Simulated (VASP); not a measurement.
# Ca2C (I4/mmm) in VASP: notebook, part 2 of 2

VASP 6.6.1.

**3. Single point, r2SCAN (biaxial xy strain +2.1%)**

POSCAR reads:

```
Ca2C
1.0
    0.0000000000      3.1952190565      3.1285802962
    3.1952190565      0.0000000000      3.1285802962
    3.1952190565      3.1952190565      0.0000000000
C Ca
1 2
Direct
    0.0000000000      0.0000000000      0.0000000000
    0.2500000000      0.2500000000      0.2500000000
    0.7500000000      0.7500000000      0.7500000000
```

INCAR.step1 reads:

```
SYSTEM = Ca2C
ALGO = Normal
EDIFF = 1E-4
ENCUT = 520
GGA = PE
ISMEAR = 0
LASPH = .True.
LCHARG = .False.
LREAL = .False.
LWAVE = .True.
NBANDS = 19
NELM = 100
PREC = Accurate
SIGMA = 0.01
```

INCAR.step2 reads:

```
SYSTEM = Ca2C
ALGO = Normal
EDIFF = 1E-6
ENCUT = 520
ISIF = 2
ISMEAR = 0
ISTART = 1
LASPH = .True.
LCHARG = .False.
LMIXTAU = .True.
LREAL = .False.
LWAVE = .False.
METAGGA = R2SCAN
NBANDS = 19
NELM = 100
PREC = Accurate
SIGMA = 0.01
```

KPOINTS reads:

```
k-points
0
Gamma
  8 8 8
  0 0 0
```

Potentials or basis: VASP PAW PBE potentials, release 64 (C, Ca_sv).

The run is started by

```bash
$ cat potpaw_PBE.64/C/POTCAR potpaw_PBE.64/Ca_sv/POTCAR > POTCAR
$ cp INCAR.step1 INCAR
$ mpirun -np 1 vasp_std > vasp.out
$ cp INCAR.step2 INCAR
$ mpirun -np 1 vasp_std > vasp.out
```

OUTCAR:

```text
SYSTEM = Ca2C
   EDIFF = 1E-6
   ENCUT = 520
   ISIF = 2
   ISMEAR = 0
   ISTART = 1
   LASPH = .True.
   LREAL = .False.
   METAGGA = R2SCAN
   NELM = 100
   PREC = Accurate

 ion  position               nearest neighbor table
   1  0.000  0.000  0.000-
   2  0.250  0.250  0.250-   3 3.13   3 3.13
   3  0.750  0.750  0.750-   2 3.13   2 3.13

  LATTYP: Found a body centered tetragonal cell.
 ALAT       =     4.5187221245
 C/A-ratio  =     1.3847190467

  Lattice vectors:

 A1 = (   0.0000000000,  -3.1952190565,  -3.1285802962)
 A2 = (   0.0000000000,   3.1952190565,  -3.1285802962)
 A3 = (   3.1952190565,   0.0000000000,   3.1285802962)

Analysis of symmetry for initial positions (statically):
=====================================================================
 Subroutine PRICEL returns:
 Original cell was already a primitive cell.

 Routine SETGRP: Setting up the symmetry group for a
 body centered tetragonal supercell.

 Subroutine GETGRP returns: Found 16 space group operations
 (whereof 16 operations were pure point group operations)
[... 160 lines left out ...]
  ---------------------------------------------------
  ext. energy  EPLUGINS =         0.00000000
  ---------------------------------------------------
  free energy    TOTEN  =       -23.28200362 eV

  energy without entropy =      -23.28200362  energy(sigma->0) =      -23.28200362

 E-fermi :   3.1131     XC(G=0):  -9.7973

 val. band max:        3.0193744918   @ k =   0.5000   0.0000   0.5000
 cond. band min:       3.3965529272   @ k =   0.5000   0.0000   0.5000
 fundamental gap:      0.3771784354
 Fermi energy:         3.1130691429

 k-point     1 :       0.0000    0.0000    0.0000
  band No.  band energies     occupation
      1     -39.0852      2.00000
      2     -38.9059      2.00000
      3     -19.4164      2.00000
      4     -19.3245      2.00000
      5     -19.3244      2.00000
      6     -18.9779      2.00000
[... 505 lines left out ...]
      6     -19.1222      2.00000
[... 11 lines left out ...]
     18       8.0505      0.00000
     19       8.8351      0.00000

 [... further k-points ...]
[... 5 lines left out ...]
  --------------------------------------------------------------------------------------
  -------------------------------------------------------------------------------------
  Total       -1.1496708     -1.1496708      0.0266245      0.0000000     -0.0000000      0.0000000
  in kB      -28.8340401    -28.8340401      0.6677505      0.0000000     -0.0000000      0.0000000
  external PRESSURE =     -19.0001099 kB  Pullay stress =       0.0000000 kB

 VOLUME and BASIS-vectors are now :
 -----------------------------------------------------------------------------
  energy-cutoff  :      520.00
  volume of cell :       63.88
      direct lattice vectors                 reciprocal lattice vectors
     0.000000000  3.195219057  3.128580296    -0.156483794  0.156483794  0.159816899
     3.195219057  0.000000000  3.128580296     0.156483794 -0.156483794  0.159816899
     3.195219057  3.195219057  0.000000000     0.156483794  0.156483794 -0.159816899

 POSITION                                       TOTAL-FORCE (eV/Angst)
 -----------------------------------------------------------------------------------
      0.00000      0.00000      0.00000        -0.000000     -0.000000      0.000000
      1.59761      1.59761      1.56429         0.000000      0.000000     -0.000000
      4.79283      4.79283      4.69287        -0.000000     -0.000000      0.000000
 -----------------------------------------------------------------------------------
    total drift:                                0.000000      0.000000      0.000000

  FREE ENERGIE OF THE ION-ELECTRON SYSTEM (eV)
  ---------------------------------------------------
  free  energy   TOTEN  =       -23.2820036196 eV

  energy  without entropy=      -23.2820036196  energy(sigma->0) =      -23.28200362
```

OUTCAR.step1:

```text
SYSTEM = Ca2C
   EDIFF = 1E-4
   ENCUT = 520
   GGA = PE
   ISMEAR = 0
   LASPH = .True.
   LREAL = .False.
   NELM = 100
[... 752 lines left out ...]
      0.00000      0.00000      0.00000         0.000000     -0.000000     -0.000000
      1.59761      1.59761      1.56429         0.000000      0.000000      0.000000
      4.79283      4.79283      4.69287        -0.000000     -0.000000     -0.000000
 -----------------------------------------------------------------------------------
    total drift:                                0.000000      0.000000      0.000000

  FREE ENERGIE OF THE ION-ELECTRON SYSTEM (eV)
  ---------------------------------------------------
  free  energy   TOTEN  =       -12.0512158712 eV

  energy  without entropy=      -12.0512158712  energy(sigma->0) =      -12.05121587
```

OSZICAR.step1:

```text
N       E                     dE             d eps       ncg     rms          rms(c)
DAV:   1     0.205106747534E+03    0.20511E+03   -0.12372E+04  2242   0.123E+03
DAV:   2     0.410895835274E+00   -0.20470E+03   -0.20098E+03  2365   0.347E+02
DAV:   3    -0.142216556367E+02   -0.14633E+02   -0.14530E+02  4160   0.724E+01
DAV:   4    -0.146564497444E+02   -0.43479E+00   -0.43427E+00  3201   0.128E+01
DAV:   5    -0.146734776086E+02   -0.17028E-01   -0.17026E-01  3618   0.168E+00    0.889E+00
DAV:   6    -0.123435934151E+02    0.23299E+01   -0.26288E+01  2767   0.126E+01    0.414E+00
DAV:   7    -0.120937089512E+02    0.24988E+00   -0.20961E+00  2704   0.543E+00    0.188E+00
DAV:   8    -0.120554916784E+02    0.38217E-01   -0.21815E-01  2866   0.306E+00    0.485E-01
DAV:   9    -0.120509135826E+02    0.45781E-02   -0.35858E-02  2935   0.786E-01    0.203E-01
DAV:  10    -0.120511537924E+02   -0.24021E-03   -0.23641E-03  3523   0.309E-01    0.487E-02
DAV:  11    -0.120512158712E+02   -0.62079E-04   -0.30838E-04  2436   0.767E-02
   1 F= -.12051216E+02 E0= -.12051216E+02  d E =-.381239E-24
```

Run time: 2.3 min. Hardware: 1 thread of Intel Xeon 6975P-C (Granite Rapids), shared host; peak memory 0.25 GiB.

What came out:

```
Free energy            : -23.2820 eV
Pressure               : -1.9 GPa
Band gap on the k mesh : 0.38 eV
```

Stress tensor (GPa, compression positive):
```
-2.88  0.00  0.00
 0.00 -2.88  0.00
 0.00  0.00  0.07
```

Levels at points of the mesh, in eV from the valence-band top:
| k point | band 9 | band 10 | band 11 | band 12 | band 13 | band 14 | band 15 | band 16 |
| --- | --- | --- | --- | --- | --- | --- | --- | --- |
| (0.00, 0.00, 0.00) | -8.88 | -1.05 | -1.05 | -0.97 | 0.94 | 2.19 | 2.19 | 6.00 |
| (0.50, 0.00, 0.00) | -8.33 | -1.95 | -0.45 | -0.37 | 2.99 | 3.20 | 3.31 | 4.43 |
| (0.50, 0.50, 0.00) | -8.19 | -1.91 | -0.09 | -0.09 | 0.46 | 2.73 | 3.15 | 4.92 |
| (0.50, 0.00, 0.50) | -8.20 | -1.99 | -0.04 | 0.00 | 0.38 | 2.90 | 3.02 | 5.03 |

Caveat: the cell differs from its parent crystal (biaxial xy strain +2.1%); the structure was generated, so it needn't be the stable form of Ca2C; semilocal functionals underestimate gaps, and a narrow one can read as zero; the PAW data sets were made with another functional, which shifts forces and pressure a little. A k mesh can miss the band edges.
